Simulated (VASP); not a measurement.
# Al4Ir in VASP: further runs, part 2 of 2

VASP 6.6.1. Earlier steps stand in the parts before.

## 3. Single point, PBE

File INCAR:

```
  PREC = Accurate
  ENCUT = 520
  EDIFF = 1E-6
  ISMEAR = 0
  SIGMA = 0.2
  LREAL = False
  LASPH = True
  NELM = 60
  ALGO = Normal
  ISIF = 2
  LWAVE = False
  LCHARG = False
  GGA = PE
  NBANDS = 32
```

File KPOINTS:

```
regular mesh
0
Gamma
  4 3 3
```

File POSCAR:

```
Al4Ir
1.0
    0.0000000000      0.0000000000      5.2678898444
    7.6537236493      0.0000000000      0.0000000000
   -3.8268618246      6.6283191139      0.0000000000
Al Ir
8 2
Direct
    0.5000000000      0.5000000000      0.5000000000
    0.5000000000      0.5000000000      0.0000000000
    0.5000000000      0.0000000000      0.5000000000
    0.0000000000      0.5000000000      0.5000000000
    0.0000000000      0.5000000000      0.0000000000
    0.0000000000      0.0000000000      0.5000000000
    0.7500000000      0.3333333333      0.6666666667
    0.2500000000      0.6666666667      0.3333333333
    0.2500000000      0.3333333333      0.6666666667
    0.7500000000      0.6666666667      0.3333333333
```

Potentials or basis: VASP PAW PBE potentials, release 64 (Al, Ir).

The run is started by

```bash
> cat potpaw_PBE.64/Al/POTCAR potpaw_PBE.64/Ir/POTCAR > POTCAR
> mpirun -np 1 vasp_std > vasp.out
```

OUTCAR:

```text
PREC = Accurate
   ENCUT = 520
   EDIFF = 1E-6
   ISMEAR = 0
   LREAL = False
   LASPH = True
   NELM = 60
   ISIF = 2
   GGA = PE

 ion  position               nearest neighbor table
   1  0.500  0.500  0.500-   7 2.57   8 2.57   9 2.57  10 2.57   4 2.63   4 2.63
   2  0.500  0.500  0.000-   7 2.57   8 2.57   9 2.57  10 2.57   5 2.63   5 2.63
   3  0.500  0.000  0.500-   7 2.57   8 2.57   9 2.57  10 2.57   6 2.63   6 2.63
   4  0.000  0.500  0.500-   7 2.57   8 2.57   9 2.57  10 2.57   1 2.63   1 2.63
   5  0.000  0.500  0.000-   7 2.57   8 2.57   9 2.57  10 2.57   2 2.63   2 2.63
   6  0.000  0.000  0.500-   7 2.57   8 2.57   9 2.57  10 2.57   3 2.63   3 2.63
   7  0.750  0.333  0.667-   3 2.57   6 2.57   5 2.57   2 2.57   1 2.57   4 2.57   9 2.63   9 2.63

   8  0.250  0.667  0.333-   3 2.57   6 2.57   5 2.57   2 2.57   1 2.57   4 2.57  10 2.63  10 2.63

   9  0.250  0.333  0.667-   3 2.57   6 2.57   5 2.57   2 2.57   1 2.57   4 2.57   7 2.63   7 2.63

  10  0.750  0.667  0.333-   3 2.57   6 2.57   5 2.57   2 2.57   1 2.57   4 2.57   8 2.63   8 2.63

  LATTYP: Found a hexagonal cell.
 ALAT       =     7.6537236493
[... 196 lines left out ...]
      3      -3.4563      2.00000
      4      -3.4563      2.00000
      5      -1.2290      2.00000
      6      -0.6924      2.00000
[... 304 lines left out ...]
     31       8.1333      0.00000
     32       8.1333      0.00000

------------------------ aborting loop because EDIFF is reached ----------------------------------------

  FORCE on cell =-STRESS in cart. coord.  units (eV):
  Direction    XX          YY          ZZ          XY          YZ          ZX
  --------------------------------------------------------------------------------------
  -------------------------------------------------------------------------------------
  Total       -0.1161229     -0.1161229     -0.0300273     -0.0000000      0.0000000      0.0000000
  in kB       -0.6961707     -0.6961707     -0.1800175     -0.0000000      0.0000000      0.0000000
  external PRESSURE =      -0.5241196 kB  Pullay stress =       0.0000000 kB

 VOLUME and BASIS-vectors are now :
 -----------------------------------------------------------------------------
  energy-cutoff  :      520.00
  volume of cell :      267.25
      direct lattice vectors                 reciprocal lattice vectors
     0.000000000  0.000000000  5.267889844     0.000000000  0.000000000  0.189829330
     7.653723649  0.000000000  0.000000000     0.130655358  0.075433906  0.000000000
    -3.826861825  6.628319114  0.000000000     0.000000000  0.150867812  0.000000000

 POSITION                                       TOTAL-FORCE (eV/Angst)
 -----------------------------------------------------------------------------------
      1.91343      3.31416      2.63394         0.000000      0.000000      0.000000
      3.82686      0.00000      2.63394         0.000000      0.000000      0.000000
     -1.91343      3.31416      2.63394         0.000000      0.000000      0.000000
      1.91343      3.31416      0.00000         0.000000      0.000000      0.000000
      3.82686      0.00000      0.00000         0.000000      0.000000      0.000000
     -1.91343      3.31416      0.00000         0.000000      0.000000      0.000000
     -0.00000      4.41888      3.95092         0.000000      0.000000      0.000000
      3.82686      2.20944      1.31697         0.000000      0.000000      0.000000
     -0.00000      4.41888      1.31697        -0.000000      0.000000      0.000000
      3.82686      2.20944      3.95092         0.000000     -0.000000      0.000000
 -----------------------------------------------------------------------------------
    total drift:                                0.000000      0.000000     -0.000000

  FREE ENERGIE OF THE ION-ELECTRON SYSTEM (eV)
  ---------------------------------------------------
  free  energy   TOTEN  =       -48.8924839763 eV

  energy  without entropy=      -48.8279598406  energy(sigma->0) =      -48.86022191
```

OSZICAR:

```text
N       E                     dE             d eps       ncg     rms          rms(c)
DAV:   1     0.178826873960E+03    0.17883E+03   -0.15054E+04   576   0.105E+03
DAV:   2    -0.308845500932E+02   -0.20971E+03   -0.18590E+03   584   0.221E+02
DAV:   3    -0.509326768002E+02   -0.20048E+02   -0.19134E+02   776   0.618E+01
DAV:   4    -0.515884070425E+02   -0.65573E+00   -0.65280E+00   736   0.121E+01
DAV:   5    -0.516064363835E+02   -0.18029E-01   -0.18025E-01   864   0.217E+00    0.146E+01
DAV:   6    -0.498379278633E+02    0.17685E+01   -0.33561E+00   864   0.140E+01    0.477E+00
DAV:   7    -0.491528251992E+02    0.68510E+00   -0.16250E+00   840   0.848E+00    0.393E+00
DAV:   8    -0.488702868053E+02    0.28254E+00   -0.73872E-01   848   0.720E+00    0.102E+00
DAV:   9    -0.488763204324E+02   -0.60336E-02   -0.80995E-02   680   0.113E+00    0.474E-01
DAV:  10    -0.488849100463E+02   -0.85896E-02   -0.15981E-02   800   0.846E-01    0.215E-01
DAV:  11    -0.488915693810E+02   -0.66593E-02   -0.62659E-03   672   0.524E-01    0.949E-02
DAV:  12    -0.488921160122E+02   -0.54663E-03   -0.51685E-04   760   0.115E-01    0.351E-02
DAV:  13    -0.488924724650E+02   -0.35645E-03   -0.24838E-04   648   0.745E-02    0.136E-02
DAV:  14    -0.488924798609E+02   -0.73960E-05   -0.13167E-05   720   0.248E-02    0.773E-03
DAV:  15    -0.488924841504E+02   -0.42895E-05   -0.83767E-06   616   0.173E-02    0.204E-03
DAV:  16    -0.488924839763E+02    0.17415E-06   -0.30941E-07   472   0.271E-03
   1 F= -.48892484E+02 E0= -.48860222E+02  d E =-.645241E-01
```

Run time: 3.1 min. Hardware: 1 thread of AMD EPYC 7R43 (Zen 3), shared host; peak memory 0.34 GiB.

What came out:

```
Free energy            : -48.8925 eV
Pressure               : -0.1 GPa
Band gap on the k mesh : zero (band 21 reaches 3.81 eV, above the bottom of band 22 at 3.10 eV)
```

Levels at points of the mesh, in eV from the Fermi level:
```csv
k point,band 17,band 18,band 19,band 20,band 21,band 22,band 23,band 24,band 25,band 26
"(0.00, 0.00, 0.00)",-2.56,-2.27,-1.90,-1.90,-1.31,-0.04,1.76,1.82,1.97,1.97
"(0.50, 0.00, 0.00)",-2.43,-2.43,-0.48,-0.48,-0.48,-0.48,2.38,2.38,2.38,2.38
```

Caveat: spin-orbit coupling is left out, which moves the levels of the heavy elements.

## 4. Single point, PBE

File INCAR:

```
SYSTEM = Al4Ir
ALGO = Fast ; EDIFF = 1E-6
ENCUT = 520 ; GGA = PE
ISIF = 2 ; ISMEAR = 0
LASPH = .TRUE. ; LCHARG = .FALSE.
LREAL = .FALSE. ; LWAVE = .FALSE.
NBANDS = 32 ; NELM = 100
PREC = Accurate ; SIGMA = 0.2
```

File KPOINTS:

```
k-points
0
G
  4 3 3
  0 0 0
```

File POSCAR:

```
Al4Ir
1.0
    0.0000896683      0.0006944352      5.2697251801
    7.6509641610     -0.0083855123      0.0001412832
   -3.8329621335      6.6276231062      0.0008532166
Al Ir
8 2
Direct
    0.5000034369      0.5005279131      0.5006068683
    0.5000337266      0.4996425525      0.0000342274
    0.4999822235     -0.0000431482      0.4995603516
   -0.0000596143      0.5000313803      0.5000878850
    0.0000532046      0.5000347035      0.0000176490
   -0.0000062887     -0.0000605373      0.4996028011
    0.7500110952      0.3336328111      0.6666923981
    0.2499804497      0.6662473578      0.3333838581
    0.2500169400      0.3335668485      0.6666480145
    0.7499848265      0.6664201187      0.3333659469
```

The run is started by

```bash
> cat potpaw_PBE.64/Al/POTCAR potpaw_PBE.64/Ir/POTCAR > POTCAR
> mpirun -np 1 vasp_std > vasp.out
```

It took 6.8 min on 1 thread of AMD EPYC 7R43 (Zen 3), shared host; peak memory 0.4 GiB.

The run converged. Its results:

```yaml
Free_energy: -48.8925 eV
Pressure: 0.0 GPa
Largest_force: 0.005 eV/Å
Band_gap_on_the_k_mesh: zero (band 21 reaches 3.82 eV, above the bottom of band 22 at 3.11 eV)
```

Forces in eV/Å, atoms in the order of the input:
```
Al   0.000 -0.003  0.000
Al   0.001  0.000 -0.001
Al  -0.001  0.003 -0.001
Al   0.000  0.000  0.001
Al  -0.001  0.000 -0.001
Al   0.001  0.003  0.001
Al   0.001 -0.004  0.000
Al   0.000  0.003  0.001
Ir  -0.001 -0.002 -0.001
Ir   0.000  0.002  0.000
```

Levels at points of the mesh, in eV from the Fermi level:
| k point | band 18 | band 19 | band 20 | band 21 | band 22 | band 23 | band 24 | band 25 |
| --- | --- | --- | --- | --- | --- | --- | --- | --- |
| (0.00, 0.00, 0.00) | -2.27 | -1.90 | -1.89 | -1.31 | -0.04 | 1.76 | 1.82 | 1.97 |
| (0.50, 0.00, 0.00) | -2.42 | -0.48 | -0.48 | -0.48 | -0.48 | 2.37 | 2.38 | 2.39 |

Caveat: spin-orbit coupling is left out, which moves the levels of the heavy elements.

## 5. Summary

| cell | k mesh | smearing | gap on the mesh (eV) | pressure (GPa) |
| --- | --- | --- | --- | --- |
| a = 7.651, b = 7.651, c = 5.263 Å, angles 90.0, 90.0, 120.0°, 10 atoms | 3 × 3 × 4 | gaussian 0.1 eV | none | 0.0 |
| a = 5.268, b = 7.654, c = 7.654 Å, angles 120.0, 90.0, 90.0°, 10 atoms | 4 × 3 × 3 | gaussian 0.2 eV | none | -0.1 |
| a = 5.270, b = 7.651, c = 7.656 Å, angles 120.1, 90.0, 90.0°, 10 atoms | 4 × 3 × 3 | gaussian 0.2 eV | none | 0.0 |

Alike in all rows: task single point; level PBE; potentials or basis VASP PAW PBE potentials, release 64 (Al, Ir); no spin polarisation; cutoff (eV) 520.

Caveats: spin-orbit coupling is left out, which moves the levels of the heavy elements.

Absolute energies hang on the potentials; compare differences alone.
